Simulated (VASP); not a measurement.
# CuAs (P6_3/mmc) in VASP: notebook

The runs below take CuAs through single point, with LDA.

All numbers are computed with VASP 6.6.1; they aren't measurements. Logs are shortened: lines on timing, memory, paths and dates and some standing lists are left out, and cuts for length are marked.

### 1 The cell of the first run

Symmetry: P6_3/mmc, No. 194, hexagonal system. The conventional cell has a = 3.780 Å, b = 3.780 Å, c = 4.858 Å, α = 90.00°, β = 90.00°, γ = 120.00°. Cu (site symmetry -3m) has 2 Cu at 2.43 Å and 6 As at 2.50 Å within 3.2 Å. Within 3.3 Å of As (site symmetry -6m2) lie 6 Cu at 2.50 Å and 6 As at 3.27 Å.

### 2 Single point, LDA

INCAR

```
PREC = Accurate
ENCUT = 520
EDIFF = 1E-7
ISMEAR = 0
SIGMA = 0.15
LREAL = False
LASPH = True
NELM = 80
ALGO = Normal
ISIF = 2
LWAVE = False
LCHARG = False
NBANDS = 24
```

KPOINTS

```
regular mesh
0
Gamma
  12 12 8
```

POSCAR

```
CuAs
1.0
    3.7796846230      0.0000000000      0.0000000000
   -1.8898423115      3.2733029018      0.0000000000
    0.0000000000      0.0000000000      4.8580437534
Cu As
2 2
Direct
    0.0000000000      0.0000000000      0.5000000000
    0.0000000000      0.0000000000      0.0000000000
    0.6666666667      0.3333333333      0.7500000000
    0.3333333333      0.6666666667      0.2500000000
```

Potentials or basis: VASP PAW LDA potentials, release 64 (Cu, As).

Run with:

```
> cat potpaw_LDA.64/Cu/POTCAR potpaw_LDA.64/As/POTCAR > POTCAR
> mpirun -np 1 vasp_std > vasp.out
```

OUTCAR:

```text
PREC = Accurate
   ENCUT = 520
   EDIFF = 1E-7
   ISMEAR = 0
   LREAL = False
   LASPH = True
   NELM = 80
   ISIF = 2

 ion  position               nearest neighbor table
   1  0.000  0.000  0.500-   2 2.43   2 2.43   4 2.50   3 2.50   4 2.50   3 2.50   3 2.50   4 2.50

   2  0.000  0.000  0.000-   1 2.43   1 2.43   4 2.50   3 2.50   4 2.50   3 2.50   3 2.50   4 2.50

   3  0.667  0.333  0.750-   1 2.50   2 2.50   1 2.50   2 2.50   1 2.50   2 2.50
   4  0.333  0.667  0.250-   1 2.50   2 2.50   1 2.50   2 2.50   1 2.50   2 2.50

  LATTYP: Found a hexagonal cell.
 ALAT       =     3.7796846230
 C/A-ratio  =     1.2853039970

  Lattice vectors:

 A1 = (   3.7796846230,   0.0000000000,   0.0000000000)
 A2 = (  -1.8898423115,   3.2733029018,   0.0000000000)
 A3 = (   0.0000000000,   0.0000000000,   4.8580437534)

Analysis of symmetry for initial positions (statically):
=====================================================================
 Subroutine PRICEL returns:
 Original cell was already a primitive cell.

 Routine SETGRP: Setting up the symmetry group for a
 hexagonal supercell.

 Subroutine GETGRP returns: Found 24 space group operations
 (whereof 12 operations were pure point group operations)
 out of a pool of 24 trial point group operations.

The static configuration has the point symmetry D_3d.
 The point group associated with its full space group is D_6h.

Analysis of symmetry for dynamics (positions and initial velocities):
=====================================================================
 Subroutine PRICEL returns:
 Original cell was already a primitive cell.

 Routine SETGRP: Setting up the symmetry group for a
 hexagonal supercell.

 Subroutine GETGRP returns: Found 24 space group operations
 (whereof 12 operations were pure point group operations)
 out of a pool of 24 trial point group operations.

The dynamic configuration has the point symmetry D_3d.
 The point group associated with its full space group is D_6h.

 Subroutine INISYM returns: Found 24 space group operations
 (whereof 12 operations are pure point group operations),
 and found     1 'primitive' translations

----------------------------------------------------------------------------------------

                                     Primitive cell

  volume of cell :      60.1040

  direct lattice vectors                    reciprocal lattice vectors
     3.779684623  0.000000000  0.000000000     0.264572339  0.152750911  0.000000000
    -1.889842312  3.273302902  0.000000000     0.000000000  0.305501822  0.000000000
     0.000000000  0.000000000  4.858043753     0.000000000  0.000000000  0.205844173

  length of vectors
     3.779684623  3.779684623  4.858043753     0.305501822  0.305501822  0.205844173

  position of ions in fractional coordinates (direct lattice)
     0.000000000  0.000000000  0.500000000
     0.000000000  0.000000000  0.000000000
     0.666666667  0.333333333  0.750000000
     0.333333333  0.666666667  0.250000000

  ion indices of the primitive-cell ions
   primitive index   ion index
                 1           1
                 2           2
                 3           3
                 4           4

----------------------------------------------------------------------------------------

 KPOINTS: regular mesh

Automatic generation of k-mesh.
 Grid dimensions read from file:
 generate k-points for:   12   12    8

 Generating k-lattice:

  Cartesian coordinates                     Fractional coordinates (reciprocal lattice)
     0.022047695  0.012729243  0.000000000     0.083333333  0.000000000  0.000000000
     0.000000000  0.025458485  0.000000000     0.000000000  0.083333333  0.000000000
     0.000000000  0.000000000  0.025730522     0.000000000  0.000000000  0.125000000

  Length of vectors
     0.025458485  0.025458485  0.025730522

  Shift w.r.t. Gamma in fractional coordinates (k-lattice)
     0.000000000  0.000000000  0.000000000

 Subroutine IBZKPT returns following result:
 ===========================================

 Found     95 irreducible k-points:

 Following reciprocal coordinates:
            Coordinates               Weight
  0.000000  0.000000  0.000000      1.000000
  0.083333 -0.000000  0.000000      6.000000
  0.166667 -0.000000  0.000000      6.000000
  0.250000  0.000000  0.000000      6.000000
  0.333333 -0.000000  0.000000      6.000000
  0.416667 -0.000000  0.000000      6.000000
[... 16 lines left out ...]
  0.250000  0.000000  0.125000     12.000000
  0.333333 -0.000000  0.125000     12.000000
 [... further k-points ...]
   k-points           NKPTS =     95   k-points in BZ     NKDIM =     95   number of bands    NBANDS=     24
   number of dos      NEDOS =    301   number of ions     NIONS =      4
   total plane-waves  NPLWV =  28224
   dimension x,y,z NGX =    28 NGY =   28 NGZ =   36
   dimension x,y,z NGXF=    56 NGYF=   56 NGZF=   72
   ions per type =               2   2
   NGX,Y,Z   is equivalent  to a cutoff of  12.32, 12.32, 12.32 a.u.
   NGXF,Y,Z  is equivalent  to a cutoff of  24.63, 24.63, 24.64 a.u.
 SYSTEM =  unknown system
   PREC   = accura    normal or accurate (medium, high low for compatibility)
   ISTART =      0    job   : 0-new  1-cont  2-samecut
   ICHARG =      2    charge: 1-file 2-atom 10-const
   ISPIN  =      1    spin polarized calculation?
   LNONCOLLINEAR =      F non collinear calculations
   LSORBIT =      F    spin-orbit coupling
   LASPH  =      T    aspherical Exc in radial PAW
   ENCUT  =  520.0 eV  38.22 Ry    6.18 a.u.   7.03  7.03  9.03*2*pi/ulx,y,z
   NELM   =     80;   NELMIN=  2; NELMDL= -5     # of ELM steps
   EDIFF  = 0.1E-06   stopping-criterion for ELM
   LREAL  =      F    real-space projection
   EDIFFG = 0.1E-05   stopping-criterion for IOM
   NSW    =      0    number of steps for IOM
   IBRION =     -1    ionic relax: 0-MD 1-quasi-New 2-CG
   NFREE  =      0    steps in history (QN), initial steepest desc. (CG)
   ISIF   =      2    stress and relaxation
   ISYM   =      2    0-nonsym 1-usesym 2-fastsym
   POTIM  = 0.5000    time-step for ionic-motion
   TEBEG  =    0.0;   TEEND  =   0.0 temperature during run
   PSTRESS=    0.0 pullay stress
   NELECT =      32.0000    total number of electrons
   NUPDOWN=      -1.0000    fix difference up-down
   EMIN   =  10.00;   EMAX   =-10.00  energy-range for DOS
   EFERMI =   0.00;   METHOD = LEGACY
   ISMEAR =     0;   SIGMA  =   0.15  broadening in eV -4-tet -1-fermi 0-gaus
   EFERMI_NEDOS =   21; number of points for ismear=-14 and -15
   IALGO  =     38    algorithm
   IMIX   =      4    mixing-type and parameters
     AMIX     =   0.40;   BMIX     =  1.00
     AMIX_MAG =   1.60;   BMIX_MAG =  1.00
  volume/ion in A,a.u.               =      15.03       101.40
  Fermi-wavevector in a.u.,A,eV,Ry     =   1.326856  2.507394 23.953691  1.760547
  Thomas-Fermi vector in A             =   2.456212
   LORBIT       =      0    0 simple, 1 ext, 2 COOP (PROOUT), +10 PAW based schemes
   GGA     = CA    functional components
   LHFCALC =     F    Hartree Fock is set to
   AEXX    =    0.0000 exact exchange contribution
   IVDW    =     0    specifies the selected vdW correction
   LEPSILON=     F    determine dielectric tensor
   LRPA    =     F    only Hartree local field effects (RPA)
 non-spin polarized calculation
 Gauss-broadening in eV      SIGMA  =   0.15
  energy-cutoff  :      520.00
  volume of cell :       60.10
 maximum number of plane-waves:      1638
   NGX = 15   NGY = 15   NGZ = 19

 number of electron      32.0000038 magnetization

 Free energy of the ion-electron system (eV)
  ---------------------------------------------------
  ext. energy  EPLUGINS =         0.00000000
  ---------------------------------------------------
  free energy    TOTEN  =       -20.11802876 eV

  energy without entropy =      -20.09764537  energy(sigma->0) =      -20.10783706

 E-fermi :   7.2592     XC(G=0): -11.7499

 val. band max:        7.2485357830   @ k =   0.2500   0.0833   0.3750
 cond. band min:       7.2862127385   @ k =   0.4167   0.1667   0.2500
 fundamental gap:      0.0376769555
 Fermi energy:         7.2591744394

 k-point     1 :       0.0000    0.0000    0.0000
  band No.  band energies     occupation
      1      -6.8592      2.00000
      2      -2.8326      2.00000
      3       0.6259      2.00000
      4       1.9559      2.00000
      5       1.9559      2.00000
      6       2.3076      2.00000
[... 16 lines left out ...]
     23      16.2405      0.00000
     24      16.2405      0.00000

 k-point     2 :       0.0833   -0.0000    0.0000
  band No.  band energies     occupation
      1      -6.7749      2.00000
      2      -2.8477      2.00000
      3       0.7203      2.00000
      4       1.9735      2.00000
      5       2.0006      2.00000
      6       2.2881      2.00000
[... 16 lines left out ...]
     23      15.2918      0.00000
     24      15.6427      0.00000

 k-point     3 :       0.1667   -0.0000    0.0000
  band No.  band energies     occupation
      1      -6.5254      2.00000
      2      -2.9013      2.00000
      3       0.9988      2.00000
      4       2.0206      2.00000
      5       2.0976      2.00000
      6       2.2220      2.00000
[... 16 lines left out ...]
     23      14.4186      0.00000
     24      14.7640      0.00000

 k-point     4 :       0.2500    0.0000    0.0000
  band No.  band energies     occupation
      1      -6.1224      2.00000
      2      -3.0194      2.00000
      3       1.4441      2.00000
      4       1.7648      2.00000
      5       2.0793      2.00000
      6       2.3569      2.00000
[... 16 lines left out ...]
     23      14.8705      0.00000
     24      15.4034      0.00000

 k-point     5 :       0.3333   -0.0000    0.0000
  band No.  band energies     occupation
      1      -5.5916      2.00000
      2      -3.2454      2.00000
      3       1.0670      2.00000
      4       2.0033      2.00000
      5       2.1236      2.00000
      6       2.4321      2.00000
[... 451 lines left out ...]
 k-point    22 :       0.1667   -0.0000    0.1250
  band No.  band energies     occupation
      1      -6.4398      2.00000
      2      -3.1786      2.00000
      3       1.1632      2.00000
      4       2.0640      2.00000
      5       2.2382      2.00000
      6       2.3276      2.00000
[... 16 lines left out ...]
     23      14.1307      0.00000
     24      15.2800      0.00000

 k-point    23 :       0.2500    0.0000    0.1250
  band No.  band energies     occupation
      1      -6.0412      2.00000
      2      -3.2093      2.00000
      3       1.2850      2.00000
      4       1.9169      2.00000
      5       2.1188      2.00000
      6       2.5697      2.00000
[... 16 lines left out ...]
     23      15.2673      0.00000
     24      15.7025      0.00000

 k-point    24 :       0.3333   -0.0000    0.1250
  band No.  band energies     occupation
      1      -5.5182      2.00000
      2      -3.3449      2.00000
      3       0.9730      2.00000
      4       1.8196      2.00000
      5       2.1591      2.00000
      6       2.5258      2.00000
[... 16 lines left out ...]
     23      16.0440      0.00000
     24      16.8510      0.00000

 [... further k-points ...]
[... 5 lines left out ...]
  --------------------------------------------------------------------------------------
  -------------------------------------------------------------------------------------
  Total        0.2088692      0.2088692      0.2245986     -0.0000000     -0.0000000      0.0000000
  in kB        5.5677758      5.5677758      5.9870727     -0.0000000     -0.0000000      0.0000000
  external PRESSURE =       5.7075414 kB  Pullay stress =       0.0000000 kB

 VOLUME and BASIS-vectors are now :
 -----------------------------------------------------------------------------
  energy-cutoff  :      520.00
  volume of cell :       60.10
      direct lattice vectors                 reciprocal lattice vectors
     3.779684623  0.000000000  0.000000000     0.264572339  0.152750911  0.000000000
    -1.889842312  3.273302902  0.000000000     0.000000000  0.305501822  0.000000000
     0.000000000  0.000000000  4.858043753     0.000000000  0.000000000  0.205844173

 POSITION                                       TOTAL-FORCE (eV/Angst)
 -----------------------------------------------------------------------------------
      0.00000      0.00000      2.42902         0.000000      0.000000     -0.000000
      0.00000      0.00000      0.00000         0.000000      0.000000     -0.000000
      1.88984      1.09110      3.64353         0.000000     -0.000000      0.000000
     -0.00000      2.18220      1.21451        -0.000000      0.000000     -0.000000
 -----------------------------------------------------------------------------------
    total drift:                               -0.000000      0.000000      0.000000

  FREE ENERGIE OF THE ION-ELECTRON SYSTEM (eV)
  ---------------------------------------------------
  free  energy   TOTEN  =       -20.1180287561 eV

  energy  without entropy=      -20.0976453708  energy(sigma->0) =      -20.10783706
```

It took 58 s on 1 thread of Intel Xeon 6975P-C (Granite Rapids), shared host; peak memory 0.23 GiB.

What came out:

```
Free energy            : -20.1180 eV
Pressure               : 0.6 GPa
Band gap on the k mesh : zero (band 16 reaches 8.53 eV, above the bottom of band 17 at 6.45 eV)
```

Levels at points of the mesh, in eV from the Fermi level:
| k point | band 13 | band 14 | band 15 | band 16 | band 17 | band 18 | band 19 | band 20 |
| --- | --- | --- | --- | --- | --- | --- | --- | --- |
| (0.00, 0.00, 0.00) | -1.66 | -0.27 | -0.27 | 1.27 | 1.27 | 2.57 | 2.81 | 3.77 |
| (0.50, 0.00, 0.00) | -3.19 | -3.13 | -3.08 | -2.35 | 0.11 | 2.65 | 3.27 | 4.89 |
| (0.00, 0.00, 0.50) | -1.18 | -1.18 | 0.96 | 0.96 | 0.96 | 0.96 | 4.58 | 4.58 |
| (0.50, 0.00, 0.50) | -3.43 | -3.43 | -0.76 | -0.76 | 0.42 | 0.42 | 4.78 | 4.78 |

(Continued in part 2 of 2.)
